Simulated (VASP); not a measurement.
# NiO (Fm-3m) in VASP: single point with r2SCAN

Aim: the single point of NiO with r2SCAN.

Everything below comes from runs of VASP 6.6.1. Logs are shortened: lines on timing, memory, paths and dates and some standing lists are left out, and cuts for length are marked.

### 1 The cell of the first run

It takes space group Fm-3m (No. 225, cubic). The conventional cell has a = 4.183 Å, b = 4.183 Å, c = 4.183 Å, α = 90.00°, β = 90.00°, γ = 90.00°. Ni (site symmetry m-3m) has 6 O at 2.09 Å within 2.8 Å. O (site symmetry m-3m) has 6 Ni at 2.09 Å within 2.8 Å.

### 2 Single point, r2SCAN, collinear spin, ferromagnetic start

Contents of POSCAR:

```
NiO
1.0
    0.0000000000      2.0913095100      2.0913095100
    2.0913095100      0.0000000000      2.0913095100
    2.0913095100      2.0913095100      0.0000000000
Ni O
1 1
Direct
    0.0000000000      0.0000000000      0.0000000000
    0.5000000000      0.5000000000      0.5000000000
```

Contents of INCAR.step1:

```
SYSTEM = NiO
PREC     = Accurate       ! precision mode
ENCUT    = 660            ! plane-wave cutoff, eV
ISMEAR   = -1             ! smearing method
SIGMA    = 0.05           ! smearing width, eV
LREAL    = .FALSE.        ! projectors in reciprocal space
LASPH    = .TRUE.         ! aspherical terms in the spheres
NELM     = 200            ! most SCF steps
ISPIN    = 2              ! spin polarisation
MAGMOM   = 1 0            ! initial moments
LMAXMIX  = 4              ! l up to which the mixer works
NBANDS   = 23             ! bands
GGA      = PE             ! functional
ALGO     = Normal         ! electronic algorithm
EDIFF    = 1E-5           ! SCF threshold, eV
LWAVE    = .TRUE.         ! write WAVECAR
LCHARG   = .FALSE.        ! write CHGCAR
GGA_COMPAT= .FALSE.
```

Contents of INCAR.step2:

```
SYSTEM = NiO
PREC     = Accurate       ! precision mode
ENCUT    = 660            ! plane-wave cutoff, eV
EDIFF    = 1E-6           ! SCF threshold, eV
ISMEAR   = -1             ! smearing method
SIGMA    = 0.05           ! smearing width, eV
LREAL    = .FALSE.        ! projectors in reciprocal space
LASPH    = .TRUE.         ! aspherical terms in the spheres
NELM     = 200            ! most SCF steps
ALGO     = Normal         ! electronic algorithm
ISIF     = 2              ! what is computed and relaxed
LWAVE    = .FALSE.        ! write WAVECAR
LCHARG   = .FALSE.        ! write CHGCAR
ISPIN    = 2              ! spin polarisation
MAGMOM   = 1 0            ! initial moments
LORBIT   = 11             ! projections on sites
LMAXMIX  = 4              ! l up to which the mixer works
METAGGA  = R2SCAN         ! meta-GGA
LMIXTAU  = .TRUE.       
NBANDS   = 23             ! bands
ISTART   = 1            
GGA_COMPAT= .FALSE.
```

Contents of KPOINTS:

```
regular mesh
0
G
  6 6 6
  0 0 0
```

Potentials or basis: VASP PAW PBE potentials, release 64 (Ni_sv_GW, O).

On the command line:

```bash
$ cat potpaw_PBE.64/Ni_sv_GW/POTCAR potpaw_PBE.64/O/POTCAR > POTCAR
$ cp INCAR.step1 INCAR
$ mpirun -np 1 vasp_std > vasp.out
$ cp INCAR.step2 INCAR
$ mpirun -np 1 vasp_std > vasp.out
```

OUTCAR:

```text
SYSTEM = NiO
   PREC = Accurate
   ENCUT = 660
   EDIFF = 1E-6
   ISMEAR = -1
   LREAL = .FALSE.
   LASPH = .TRUE.
   NELM = 200
   ISIF = 2
   ISPIN = 2
   LORBIT = 11
   METAGGA = R2SCAN
   ISTART = 1

 ion  position               nearest neighbor table
   1  0.000  0.000  0.000-   2 2.09   2 2.09   2 2.09   2 2.09   2 2.09   2 2.09
   2  0.500  0.500  0.500-   1 2.09   1 2.09   1 2.09   1 2.09   1 2.09   1 2.09

  LATTYP: Found a face centered cubic cell.
 ALAT       =     4.1826190200

  Lattice vectors:

 A1 = (   0.0000000000,   2.0913095100,   2.0913095100)
 A2 = (   2.0913095100,   0.0000000000,   2.0913095100)
 A3 = (   2.0913095100,   2.0913095100,   0.0000000000)

Analysis of symmetry for initial positions (statically):
=====================================================================
 Subroutine PRICEL returns:
 Original cell was already a primitive cell.

 Routine SETGRP: Setting up the symmetry group for a
 face centered cubic supercell.

 Subroutine GETGRP returns: Found 48 space group operations
 (whereof 48 operations were pure point group operations)
 out of a pool of 48 trial point group operations.

The static configuration has the point symmetry O_h .

Analysis of symmetry for dynamics (positions and initial velocities):
=====================================================================
 Subroutine PRICEL returns:
 Original cell was already a primitive cell.

 Routine SETGRP: Setting up the symmetry group for a
 face centered cubic supercell.

 Subroutine GETGRP returns: Found 48 space group operations
 (whereof 48 operations were pure point group operations)
 out of a pool of 48 trial point group operations.

The dynamic configuration has the point symmetry O_h .

Analysis of structural, dynamic, and magnetic symmetry:
=====================================================================
 Subroutine PRICEL returns:
 Original cell was already a primitive cell.

 Routine SETGRP: Setting up the symmetry group for a
 face centered cubic supercell.

 Subroutine GETGRP returns: Found 48 space group operations
 (whereof 48 operations were pure point group operations)
 out of a pool of 48 trial point group operations.

The overall configuration has the point symmetry O_h .

 Subroutine INISYM returns: Found 48 space group operations
 (whereof 48 operations are pure point group operations),
[... 105 lines left out ...]
   IMIX   =      4    mixing-type and parameters
     AMIX     =   0.40;   BMIX     =  1.00
     AMIX_MAG =   1.60;   BMIX_MAG =  1.00
  volume/ion in A,a.u.               =       9.15        61.72
  Fermi-wavevector in a.u.,A,eV,Ry     =   1.792188  3.386745 43.701074  3.211938
  Thomas-Fermi vector in A             =   2.854603
   LORBIT       =     11    0 simple, 1 ext, 2 COOP (PROOUT), +10 PAW based schemes
   METAGGA = R2SCAN    functional components
   LHFCALC =     F    Hartree Fock is set to
   AEXX    =    0.0000 exact exchange contribution
   IVDW    =     0    specifies the selected vdW correction
   LEPSILON=     F    determine dielectric tensor
   LRPA    =     F    only Hartree local field effects (RPA)
 spin polarized calculation
  energy-cutoff  :      660.00
  volume of cell :       18.29
 maximum number of plane-waves:       725
 NGX is ok and might be reduce to    28
   NGX = 13   NGY = 13   NGZ = 13

 number of electron      24.0000000 magnetization       1.9999833

 Free energy of the ion-electron system (eV)
  ---------------------------------------------------
  ext. energy  EPLUGINS =         0.00000000
  ---------------------------------------------------
  free energy    TOTEN  =       -21.11020925 eV

  energy without entropy =      -21.11020399  energy(sigma->0) =      -21.11020662

 E-fermi :   6.9905     XC(G=0): -13.8056

 val. band max:        6.5395407571   @ k =   0.5000   0.0000   0.0000
 cond. band min:       7.3743207741   @ k =   0.0000   0.0000   0.0000
 fundamental gap:      0.8347800170
 Fermi energy:         6.9905216783

 spin component 1

 k-point     1 :       0.0000    0.0000    0.0000
  band No.  band energies     occupation
      1    -102.2026      1.00000
      2     -61.0996      1.00000
      3     -61.0996      1.00000
      4     -61.0995      1.00000
      5     -14.5343      1.00000
      6       2.5640      1.00000
[... 405 lines left out ...]
     22      40.2247      0.00000
     23      43.1648      0.00000
 Fermi energy:         6.9905216783

 spin component 2

 k-point     1 :       0.0000    0.0000    0.0000
  band No.  band energies     occupation
      1     -99.0418      1.00000
      2     -58.0903      1.00000
      3     -58.0903      1.00000
      4     -58.0842      1.00000
      5     -14.0234      1.00000
      6       4.3582      1.00000
[... 405 lines left out ...]
     22      40.4468      0.00000
     23      43.7548      0.00000

------------------------ aborting loop because EDIFF is reached ----------------------------------------

  FORCE on cell =-STRESS in cart. coord.  units (eV):
  Direction    XX          YY          ZZ          XY          YZ          ZX
  --------------------------------------------------------------------------------------
  -------------------------------------------------------------------------------------
  Total       -0.1050594     -0.1050594     -0.1050594      0.0000000      0.0000000      0.0000000
  in kB       -9.2015428     -9.2015428     -9.2015428      0.0000000      0.0000000      0.0000000
  external PRESSURE =      -9.2015428 kB  Pullay stress =       0.0000000 kB

 VOLUME and BASIS-vectors are now :
 -----------------------------------------------------------------------------
  energy-cutoff  :      660.00
  volume of cell :       18.29
      direct lattice vectors                 reciprocal lattice vectors
     0.000000000  2.091309510  2.091309510    -0.239084649  0.239084649  0.239084649
     2.091309510  0.000000000  2.091309510     0.239084649 -0.239084649  0.239084649
     2.091309510  2.091309510  0.000000000     0.239084649  0.239084649 -0.239084649

 POSITION                                       TOTAL-FORCE (eV/Angst)
 -----------------------------------------------------------------------------------
      0.00000      0.00000      0.00000        -0.000000     -0.000000     -0.000000
      2.09131      2.09131      2.09131         0.000000      0.000000      0.000000
 -----------------------------------------------------------------------------------
    total drift:                                0.000000      0.000000      0.000000

  FREE ENERGIE OF THE ION-ELECTRON SYSTEM (eV)
  ---------------------------------------------------
  free  energy   TOTEN  =       -21.1102092504 eV

  energy  without entropy=      -21.1102039931  energy(sigma->0) =      -21.11020662

 total charge

# of ion       s       p       d       f       tot
--------------------------------------------------
    1        2.147   6.213   7.736   0.010  16.106
    2        1.550   3.500   0.000   0.000   5.051
--------------------------------------------------
tot          3.697   9.714   7.736   0.010  21.157

 magnetization (x)

# of ion       s       p       d       f       tot
--------------------------------------------------
    1        0.007   0.009   1.686   0.000   1.703
    2        0.028   0.239   0.000   0.000   0.267
--------------------------------------------------
tot          0.036   0.248   1.686   0.000   1.970
```

Wall time 91 s (1 thread of AMD EPYC 9R45 (Zen 5), shared host); peak memory 0.17 GiB.

Results:

- Free energy: -21.1102 eV
- Pressure: -0.9 GPa
- Band gap on the k mesh: 0.83 eV, indirect (least direct gap 1.90 eV)
- Net moment: 2.00 μB per cell
- Site moments: Ni +1.70; O +0.27 μB
- Valence electrons inside the program's atomic spheres: Ni 16.11; O 5.05

Levels at points of the mesh, in eV from the valence-band top:
Spin up:
```csv
k point,band 9,band 10,band 11,band 12,band 13,band 14,band 15,band 16,band 17,band 18
"(0.00, 0.00, 0.00)",-3.07,-3.07,-2.80,-2.80,-2.80,2.12,18.71,19.59,19.59,19.59
"(0.50, 0.00, 0.00)",-2.47,-2.47,-1.80,0.00,0.00,6.27,10.86,14.79,14.79,22.06
"(0.50, 0.50, 0.00)",-3.85,-3.67,-3.11,-2.14,-2.14,6.73,11.57,12.73,17.65,17.65
```
Spin down:
```csv
k point,band 9,band 10,band 11,band 12,band 13,band 14
"(0.00, 0.00, 0.00)",-2.16,-2.16,-2.16,0.83,0.84,2.69
"(0.50, 0.00, 0.00)",-1.22,-1.22,-0.86,3.59,3.59,6.62
"(0.50, 0.50, 0.00)",-3.06,-1.17,-1.17,1.31,1.86,7.37
```

Caveat: the k points lie up to 0.43 Å⁻¹ apart; the PAW data sets were made with another functional, which shifts forces and pressure a little; a cell with one magnetic atom can't hold antiferromagnetic order, which such compounds often take.
